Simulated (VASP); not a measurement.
**FeGe: single point with PBEsol**

Crystal: FeGe.

```
Fe Ge
1.0
     4.55003    0.00000    0.00000
     0.00000    4.55003    0.00000
     0.00000    0.00000    4.55003
Fe Ge
4 4
Direct
  0.13771 0.13771 0.13771
  0.36229 0.86229 0.63771
  0.63771 0.36229 0.86229
  0.86229 0.63771 0.36229
  0.84240 0.84240 0.84240
  0.65760 0.15760 0.34240
  0.34240 0.65760 0.15760
  0.15760 0.34240 0.65760
```

* Program: VASP 6.6.1
* Task: single point
* Functional: PBEsol
* Potentials or basis: VASP PAW PBE potentials, release 64 (Fe, Ge_d)
* Cutoff: 520 eV
* k mesh: 8 × 8 × 8
* Occupations: gaussian, width 0.1 eV
* Spin: collinear spin, ferromagnetic start
* Starting moments: [1.2, 1.2, 1.2, 1.2, 0.0, 0.0, 0.0, 0.0] μB

```yaml
Pressure: 6.6 GPa
Largest_force: 0.021 eV/Å
Band_gap_on_the_k_mesh: zero (filled and empty bands overlap)
Net_moment: 3.97 μB per cell
Site_moments: Fe +1.07; Ge -0.06 μB
Valence_electrons_inside_the_program's_atomic_spheres: Fe 7.53; Ge 12.59
```

Forces in eV/Å, atoms in the order of the input:
```
Fe   0.012  0.012  0.012
Fe  -0.012 -0.012  0.012
Fe   0.012 -0.012 -0.012
Fe  -0.012  0.012 -0.012
Ge  -0.003 -0.003 -0.003
Ge   0.003  0.003 -0.003
Ge  -0.003  0.003  0.003
Ge   0.003 -0.003  0.003
```

Levels at points of the mesh, in eV from the Fermi level:
Spin up:
```csv
k point,band 42,band 43,band 44,band 45,band 46,band 47,band 48,band 49,band 50,band 51
"(0.00, 0.00, 0.00)",-0.76,-0.75,-0.75,-0.07,-0.07,-0.07,2.18,2.18,2.18,3.12
"(0.50, 0.00, 0.00)",-0.98,-0.62,-0.62,-0.42,-0.42,1.14,1.14,1.23,1.23,4.19
"(0.50, 0.50, 0.00)",-1.39,-0.95,-0.95,0.05,0.05,0.45,0.45,1.85,1.85,2.55
"(0.50, 0.50, 0.50)",-1.02,-1.02,-1.02,-0.25,-0.25,-0.25,-0.25,4.91,4.91,4.91
```
Spin down:
```csv
k point,band 39,band 40,band 41,band 42,band 43,band 44,band 45,band 46
"(0.00, 0.00, 0.00)",-1.51,0.15,0.15,0.15,0.29,0.29,1.04,1.04
"(0.50, 0.00, 0.00)",-0.72,-0.72,0.00,0.00,0.37,0.37,0.64,0.64
"(0.50, 0.50, 0.00)",-0.67,-0.67,-0.61,-0.61,0.04,0.04,1.01,1.01
"(0.50, 0.50, 0.50)",-0.31,-0.31,-0.17,-0.17,-0.17,-0.17,0.83,0.83
```

Wall time 8.4 min on 1 thread of Oxide Virtual Turin-like Processor, with other jobs on the host, peak memory 0.43 GiB.

Caveat: the cell stands under pressure; the PAW data sets were made with another functional, which shifts forces and pressure a little.
